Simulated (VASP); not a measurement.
A run of VASP 6.6.1 is set up as follows.

The input INCAR:

```
PREC = Accurate
ENCUT = 520
EDIFF = 1E-6
ISMEAR = 0
SIGMA = 0.02
LREAL = False
LASPH = True
NELM = 80
ALGO = Normal
ISIF = 2
LWAVE = False
LCHARG = False
GGA = PE
NBANDS = 31
```

Contents of KPOINTS:

```
Automatic mesh
0
Gamma
  6 6 2
```

POSCAR

```
Mg3CdTe4
1.0
    4.7758111300      0.0000000000      0.0000000000
    0.0000000000      4.7758111300      0.0000000000
    0.0000000000      0.0000000000     13.4707585005
Mg Cd Te
3 1 4
Direct
    0.5000000000      0.5000000000      0.2517735801
    0.0000000000      0.0000000000      0.5000000000
    0.5000000000      0.5000000000      0.7482264199
    0.0000000000      0.0000000000      0.0000000000
    0.5000000000      0.0000000000      0.3758934056
    0.0000000000      0.5000000000      0.6241065944
    0.5000000000      0.0000000000      0.8716258826
    0.0000000000      0.5000000000      0.1283741174
```

Potentials or basis: VASP PAW PBE potentials, release 64 (Mg, Cd, Te).

The run is started by

```sh
$ cat potpaw_PBE.64/Mg/POTCAR potpaw_PBE.64/Cd/POTCAR potpaw_PBE.64/Te/POTCAR > POTCAR
$ mpirun -np 1 vasp_std > vasp.out
```

Task: Estimate the largest force.

Result: 0.015 eV/Å.

Task: Estimate the band gap on the k mesh.

Result: 1.42 eV, direct.

Forces in eV/Å, atoms in the order of the input:
```
Mg   0.000  0.000  0.000
Mg   0.000  0.000  0.000
Mg   0.000  0.000  0.000
Cd   0.000  0.000  0.000
Te   0.000  0.000  0.000
Te   0.000  0.000  0.000
Te   0.000  0.000 -0.015
Te   0.000  0.000  0.015
```

Caveat: spin-orbit coupling is left out, which moves the levels of the heavy elements.
